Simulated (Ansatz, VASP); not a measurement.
One calculation of MgO, two programs

Contents of INCAR:

```
SYSTEM = MgO
PREC = Accurate
ENCUT = 520
EDIFF = 1E-6
ISMEAR = 0
SIGMA = 0.05
LREAL = .False.
LASPH = .True.
NELM = 80
ALGO = Normal
ISIF = 2
LWAVE = .False.
LCHARG = .False.
GGA = PE
NBANDS = 16
```

KPOINTS

```
regular mesh
0
Gamma
  9 9 6
  0 0 0
```

POSCAR

```
MgO
1.0
    3.6517149512      0.0000000000      0.0000000000
   -1.8258574756      3.1624779151      0.0000000000
    0.0000000000      0.0000000000      4.2575344616
Mg O
2 2
Direct
    0.6666666667      0.3333333333      0.7500000000
    0.3333333333      0.6666666667      0.2500000000
    0.6666666667      0.3333333333      0.2500000000
    0.3333333333      0.6666666667      0.7500000000
```

Input for Ansatz:

```yaml
crystal:
  lattice:
    - [3.6517149512, 0.0, 0.0]
    - [-1.8258574756, 3.1624779151, 0.0]
    - [0.0, 0.0, 4.2575344616]
  atoms:
    - { symbol: Mg, position: [0.6666666667, 0.3333333333, 0.75] }
    - { symbol: Mg, position: [0.3333333333, 0.6666666667, 0.25] }
    - { symbol: O, position: [0.6666666667, 0.3333333333, 0.25] }
    - { symbol: O, position: [0.3333333333, 0.6666666667, 0.75] }
basis:
  ecutwfc: 520.0
kpoints:
  mp_grid: { grid: [9, 9, 6] }
hamiltonian:
  xc: pbe
  pseudopotentials: { kind: paw, azcp: { folder: soft_1 } }
scf:
  occupations: { method: gaussian, width: 0.05 }
output:
  forces: true
  stress: true
  eigenvalues: true
```

Alike in both runs: task single point; functional PBE; k mesh 9 × 9 × 6; occupations gaussian, width 0.05 eV; no spin polarisation.

```csv
,VASP,Ansatz
version,VASP 6.6.1,Ansatz 0.2.0
potentials or method,"VASP PAW PBE potentials, release 64 (Mg, O), cutoff 520 eV","scalar-relativistic, plane waves, PAW"
valence electrons in the cell,16,32
```

```tsv
	VASP	Ansatz	Ansatz less VASP
gap on the k mesh at the Fermi level (eV)	2.94	2.96	+0.020
least direct gap on the mesh (eV)	2.94	2.96	+0.020
pressure (GPa)	-8.4	-7.9	+0.57
traceless stress, the component that is largest in VASP (GPa)	1.75	1.83	+0.081
```

The functional is the same, so the differences come from potentials, cutoffs and numerics. VASP's potentials hold 16 valence electrons a cell and Ansatz's 32, so a difference there can come from the potentials and not from the codes.
